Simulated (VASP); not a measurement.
# Ag (Fm-3m) in VASP: notebook

The runs below take Ag through single point, with PBEsol.

Everything below comes from runs of VASP 6.6.1. Logs are shortened: lines on timing, memory, paths and dates and some standing lists are left out, and cuts for length are marked.

## Step 1: The cell of the first run

Symmetry: Fm-3m, No. 225, cubic system. Conventional cell: a = 3.926 Å, b = 3.926 Å, c = 3.926 Å, α = 90.00°, β = 90.00°, γ = 90.00°. Ag (site symmetry m-3m) has 12 Ag at 2.78 Å within 3.7 Å.

## Step 2: Single point, PBEsol

Input file INCAR:

```
ALGO = Normal ; EDIFF = 1E-6
ENCUT = 520 ; GGA = PS
ISIF = 2 ; ISMEAR = -1
LASPH = True ; LCHARG = False
LREAL = False ; LWAVE = False
NBANDS = 12 ; NELM = 60
PREC = Accurate ; SIGMA = 0.1
```

Input file KPOINTS:

```
k-points
0
Gamma
  24 24 24
```

Input file POSCAR:

```
Ag
1.0
    0.0000000000      1.9630954950      1.9630954950
    1.9630954950      0.0000000000      1.9630954950
    1.9630954950      1.9630954950      0.0000000000
Ag
1
Direct
    0.0000000000      0.0000000000      0.0000000000
```

Potentials or basis: VASP PAW PBE potentials, release 64 (Ag).

The run is started by

```bash
$ cat potpaw_PBE.64/Ag/POTCAR > POTCAR
$ mpirun -np 1 vasp_std > vasp.out
```

OUTCAR:

```text
EDIFF = 1E-6
   ENCUT = 520
   GGA = PS
   ISIF = 2
   ISMEAR = -1
   LASPH = True
   LREAL = False
   NELM = 60
   PREC = Accurate

 ion  position               nearest neighbor table
   1  0.000  0.000  0.000-

  LATTYP: Found a face centered cubic cell.
 ALAT       =     3.9261909900

  Lattice vectors:

 A1 = (   0.0000000000,   1.9630954950,   1.9630954950)
 A2 = (   1.9630954950,   0.0000000000,   1.9630954950)
 A3 = (   1.9630954950,   1.9630954950,   0.0000000000)

Analysis of symmetry for initial positions (statically):
=====================================================================
 Subroutine PRICEL returns:
 Original cell was already a primitive cell.

 Routine SETGRP: Setting up the symmetry group for a
 face centered cubic supercell.

 Subroutine GETGRP returns: Found 48 space group operations
 (whereof 48 operations were pure point group operations)
 out of a pool of 48 trial point group operations.

The static configuration has the point symmetry O_h .

Analysis of symmetry for dynamics (positions and initial velocities):
=====================================================================
 Subroutine PRICEL returns:
 Original cell was already a primitive cell.

 Routine SETGRP: Setting up the symmetry group for a
 face centered cubic supercell.

 Subroutine GETGRP returns: Found 48 space group operations
 (whereof 48 operations were pure point group operations)
 out of a pool of 48 trial point group operations.

The dynamic configuration has the point symmetry O_h .

 Subroutine INISYM returns: Found 48 space group operations
 (whereof 48 operations are pure point group operations),
 and found     1 'primitive' translations

----------------------------------------------------------------------------------------

                                     Primitive cell

  volume of cell :      15.1305

  direct lattice vectors                    reciprocal lattice vectors
     0.000000000  1.963095495  1.963095495    -0.254699785  0.254699785  0.254699785
     1.963095495  0.000000000  1.963095495     0.254699785 -0.254699785  0.254699785
     1.963095495  1.963095495  0.000000000     0.254699785  0.254699785 -0.254699785

  length of vectors
     2.776236273  2.776236273  2.776236273     0.441152968  0.441152968  0.441152968

  position of ions in fractional coordinates (direct lattice)
     0.000000000  0.000000000  0.000000000

  ion indices of the primitive-cell ions
   primitive index   ion index
                 1           1

----------------------------------------------------------------------------------------

 KPOINTS: k-points

Automatic generation of k-mesh.
 Grid dimensions read from file:
 generate k-points for:   24   24   24

 Generating k-lattice:

  Cartesian coordinates                     Fractional coordinates (reciprocal lattice)
    -0.010612491  0.010612491  0.010612491     0.041666667  0.000000000  0.000000000
     0.010612491 -0.010612491  0.010612491     0.000000000  0.041666667  0.000000000
     0.010612491  0.010612491 -0.010612491     0.000000000  0.000000000  0.041666667

  Length of vectors
     0.018381374  0.018381374  0.018381374

  Shift w.r.t. Gamma in fractional coordinates (k-lattice)
     0.000000000  0.000000000  0.000000000

 Subroutine IBZKPT returns following result:
 ===========================================

 Found    413 irreducible k-points:

 Following reciprocal coordinates:
            Coordinates               Weight
  0.000000  0.000000  0.000000      1.000000
  0.041667  0.000000  0.000000      8.000000
  0.083333  0.000000  0.000000      8.000000
  0.125000  0.000000  0.000000      8.000000
  0.166667  0.000000  0.000000      8.000000
  0.208333  0.000000  0.000000      8.000000
[... 16 lines left out ...]
  0.416667  0.041667  0.000000     24.000000
  0.458333  0.041667  0.000000     24.000000
 [... further k-points ...]
   k-points           NKPTS =    413   k-points in BZ     NKDIM =    413   number of bands    NBANDS=     12
   number of dos      NEDOS =    301   number of ions     NIONS =      1
   total plane-waves  NPLWV =  13824
   dimension x,y,z NGX =    24 NGY =   24 NGZ =   24
   dimension x,y,z NGXF=    48 NGYF=   48 NGZF=   48
   ions per type =               1
   NGX,Y,Z   is equivalent  to a cutoff of  14.37, 14.37, 14.37 a.u.
   NGXF,Y,Z  is equivalent  to a cutoff of  28.74, 28.74, 28.74 a.u.
 SYSTEM =  unknown system
   PREC   = accura    normal or accurate (medium, high low for compatibility)
   ISTART =      0    job   : 0-new  1-cont  2-samecut
   ICHARG =      2    charge: 1-file 2-atom 10-const
   ISPIN  =      1    spin polarized calculation?
   LNONCOLLINEAR =      F non collinear calculations
   LSORBIT =      F    spin-orbit coupling
   LASPH  =      T    aspherical Exc in radial PAW
   ENCUT  =  520.0 eV  38.22 Ry    6.18 a.u.   5.16  5.16  5.16*2*pi/ulx,y,z
   NELM   =     60;   NELMIN=  2; NELMDL= -5     # of ELM steps
   EDIFF  = 0.1E-05   stopping-criterion for ELM
   LREAL  =      F    real-space projection
   EDIFFG = 0.1E-04   stopping-criterion for IOM
   NSW    =      0    number of steps for IOM
   IBRION =     -1    ionic relax: 0-MD 1-quasi-New 2-CG
   NFREE  =      0    steps in history (QN), initial steepest desc. (CG)
   ISIF   =      2    stress and relaxation
   ISYM   =      2    0-nonsym 1-usesym 2-fastsym
   POTIM  = 0.5000    time-step for ionic-motion
   TEBEG  =    0.0;   TEEND  =   0.0 temperature during run
   PSTRESS=    0.0 pullay stress
   NELECT =      11.0000    total number of electrons
   NUPDOWN=      -1.0000    fix difference up-down
   EMIN   =  10.00;   EMAX   =-10.00  energy-range for DOS
   EFERMI =   0.00;   METHOD = LEGACY
   ISMEAR =    -1;   SIGMA  =   0.10  broadening in eV -4-tet -1-fermi 0-gaus
   EFERMI_NEDOS =   21; number of points for ismear=-14 and -15
   IALGO  =     38    algorithm
   IMIX   =      4    mixing-type and parameters
     AMIX     =   0.40;   BMIX     =  1.00
     AMIX_MAG =   1.60;   BMIX_MAG =  1.00
  volume/ion in A,a.u.               =      15.13       102.11
  Fermi-wavevector in a.u.,A,eV,Ry     =   1.472045  2.781761 29.482672  2.166915
  Thomas-Fermi vector in A             =   2.587107
   LORBIT       =      0    0 simple, 1 ext, 2 COOP (PROOUT), +10 PAW based schemes
   GGA     = PS    functional components
   LHFCALC =     F    Hartree Fock is set to
   AEXX    =    0.0000 exact exchange contribution
   IVDW    =     0    specifies the selected vdW correction
   LEPSILON=     F    determine dielectric tensor
   LRPA    =     F    only Hartree local field effects (RPA)
 non-spin polarized calculation
  energy-cutoff  :      520.00
  volume of cell :       15.13
 maximum number of plane-waves:       419
 NGX is ok and might be reduce to    24
   NGX = 11   NGY = 11   NGZ = 11

 number of electron      10.9999998 magnetization

 Free energy of the ion-electron system (eV)
  ---------------------------------------------------
  ext. energy  EPLUGINS =         0.00000000
  ---------------------------------------------------
  free energy    TOTEN  =        -3.25207713 eV

  energy without entropy =       -3.24510972  energy(sigma->0) =       -3.24859342

 E-fermi :  10.0540     XC(G=0): -13.1399

 val. band max:       10.0012207828   @ k =   0.4583   0.2500   0.0000
 cond. band min:      10.0641798943   @ k =   0.5000   0.1667   0.0417
 fundamental gap:      0.0629591115
 Fermi energy:        10.0539906078

 k-point     1 :       0.0000    0.0000    0.0000
  band No.  band energies     occupation
      1       1.2484      2.00000
      2       4.7588      2.00000
      3       4.7588      2.00000
      4       4.7588      2.00000
      5       6.0501      2.00000
      6       6.0501      2.00000
      7      26.1976      0.00000
      8      30.4824      0.00000
      9      30.4824      0.00000
     10      30.4824      0.00000
     11      35.6336      0.00000
     12      37.6621      0.00000

 k-point     2 :       0.0417    0.0000    0.0000
  band No.  band energies     occupation
      1       1.3087      2.00000
      2       4.7418      2.00000
      3       4.7776      2.00000
      4       4.7776      2.00000
      5       6.0420      2.00000
      6       6.0420      2.00000
      7      26.2376      0.00000
      8      29.9800      0.00000
      9      30.5295      0.00000
     10      30.5295      0.00000
     11      35.9539      0.00000
     12      37.5235      0.00000

 k-point     3 :       0.0833    0.0000    0.0000
  band No.  band energies     occupation
      1       1.4861      2.00000
      2       4.6962      2.00000
      3       4.8299      2.00000
      4       4.8299      2.00000
      5       6.0220      2.00000
      6       6.0220      2.00000
      7      26.3128      0.00000
      8      28.8646      0.00000
      9      30.6631      0.00000
     10      30.6631      0.00000
     11      35.7683      0.00000
     12      37.2140      0.00000
[... 286 lines left out ...]
 k-point    23 :       0.4167    0.0417    0.0000
  band No.  band energies     occupation
      1       2.8951      2.00000
      2       4.7590      2.00000
      3       4.8282      2.00000
      4       6.5397      2.00000
      5       6.9230      2.00000
      6       8.0171      2.00000
      7      16.2918      0.00000
      8      25.7544      0.00000
      9      28.9286      0.00000
     10      29.6326      0.00000
     11      34.5701      0.00000
     12      34.7728      0.00000

 k-point    24 :       0.4583    0.0417    0.0000
  band No.  band energies     occupation
      1       2.8535      2.00000
      2       4.7183      2.00000
      3       4.7836      2.00000
      4       6.7418      2.00000
      5       7.0120      2.00000
      6       8.8471      1.99999
      7      15.0746      0.00000
      8      25.5535      0.00000
      9      28.7971      0.00000
     10      29.1044      0.00000
     11      34.7514      0.00000
     12      34.7937      0.00000

 [... further k-points ...]
[... 5 lines left out ...]
  --------------------------------------------------------------------------------------
  -------------------------------------------------------------------------------------
  Total        1.3807489      1.3807489      1.3807489     -0.0000000     -0.0000000      0.0000000
  in kB      146.2079579    146.2079579    146.2079579     -0.0000000     -0.0000000      0.0000000
  external PRESSURE =     146.2079579 kB  Pullay stress =       0.0000000 kB

 VOLUME and BASIS-vectors are now :
 -----------------------------------------------------------------------------
  energy-cutoff  :      520.00
  volume of cell :       15.13
      direct lattice vectors                 reciprocal lattice vectors
     0.000000000  1.963095495  1.963095495    -0.254699785  0.254699785  0.254699785
     1.963095495  0.000000000  1.963095495     0.254699785 -0.254699785  0.254699785
     1.963095495  1.963095495  0.000000000     0.254699785  0.254699785 -0.254699785

 POSITION                                       TOTAL-FORCE (eV/Angst)
 -----------------------------------------------------------------------------------
      0.00000      0.00000      0.00000        -0.000000      0.000000     -0.000000
 -----------------------------------------------------------------------------------
    total drift:                               -0.000000     -0.000000     -0.000000

  FREE ENERGIE OF THE ION-ELECTRON SYSTEM (eV)
  ---------------------------------------------------
  free  energy   TOTEN  =        -3.2520771281 eV

  energy  without entropy=       -3.2451097177  energy(sigma->0) =       -3.24859342
```

Wall time 61 s (1 thread of AMD EPYC 7R43 (Zen 3), shared host); peak memory 0.16 GiB.

What came out:

- Free energy: -3.2521 eV
- Pressure: 14.6 GPa

Levels at points of the mesh, in eV from the Fermi level:
| k point | band 2 | band 3 | band 4 | band 5 | band 6 | band 7 | band 8 | band 9 | band 10 | band 11 |
| --- | --- | --- | --- | --- | --- | --- | --- | --- | --- | --- |
| (0.00, 0.00, 0.00) | -5.30 | -5.30 | -5.30 | -4.00 | -4.00 | 16.14 | 20.43 | 20.43 | 20.43 | 25.58 |
| (0.50, 0.00, 0.00) | -5.33 | -5.33 | -3.02 | -3.02 | -0.85 | 4.26 | 15.40 | 19.00 | 19.00 | 24.57 |
| (0.50, 0.50, 0.00) | -7.15 | -3.05 | -2.76 | -2.76 | 1.38 | 7.67 | 11.16 | 11.16 | 18.63 | 18.80 |

Caveat: the PAW data sets were made with another functional, which shifts forces and pressure a little.

## Step 3: Single point, PBEsol

This run uses another cell than the first one, of 15.54 Å³/atom, 1.027 times its volume.

Input file INCAR:

```
SYSTEM = Ag
PREC = Accurate
ENCUT = 520
EDIFF = 1E-6
ISMEAR = -1
SIGMA = 0.1
LREAL = .FALSE.
LASPH = .TRUE.
NELM = 80
ALGO = Normal
ISIF = 2
LWAVE = .FALSE.
LCHARG = .FALSE.
GGA = PS
NBANDS = 12
```

Input file KPOINTS:

```
Automatic mesh
0
G
  24 24 24
  0 0 0
```

Input file POSCAR:

```
Ag
1.0
    0.0000000000      1.9807885711      1.9807885711
    1.9807885711      0.0000000000      1.9807885711
    1.9807885711      1.9807885711      0.0000000000
Ag
1
Direct
    0.0000000000      0.0000000000      0.0000000000
```

Potentials or basis: VASP PAW PBE potentials, release 64 (Ag).

The run is started by

```bash
$ cat potpaw_PBE.64/Ag/POTCAR > POTCAR
$ mpirun -np 1 vasp_std > vasp.out
```

Wall time 61 s (1 thread of AMD EPYC 7R43 (Zen 3), shared host); peak memory 0.17 GiB.

It converged, with:

```yaml
Free_energy: -3.2835 eV
Pressure: 9.7 GPa
```

Levels at points of the mesh, in eV from the Fermi level:
```csv
k point,band 2,band 3,band 4,band 5,band 6,band 7,band 8,band 9,band 10,band 11
"(0.00, 0.00, 0.00)",-5.17,-5.17,-5.17,-3.94,-3.94,16.12,20.24,20.24,20.24,25.31
"(0.50, 0.00, 0.00)",-5.20,-5.20,-3.00,-3.00,-0.76,4.10,15.37,18.73,18.73,24.16
"(0.50, 0.50, 0.00)",-6.94,-3.03,-2.75,-2.75,1.42,7.44,11.04,11.04,18.29,18.43
```

Caveat: the PAW data sets were made with another functional, which shifts forces and pressure a little.

(Part 1 of 3 ends here.)
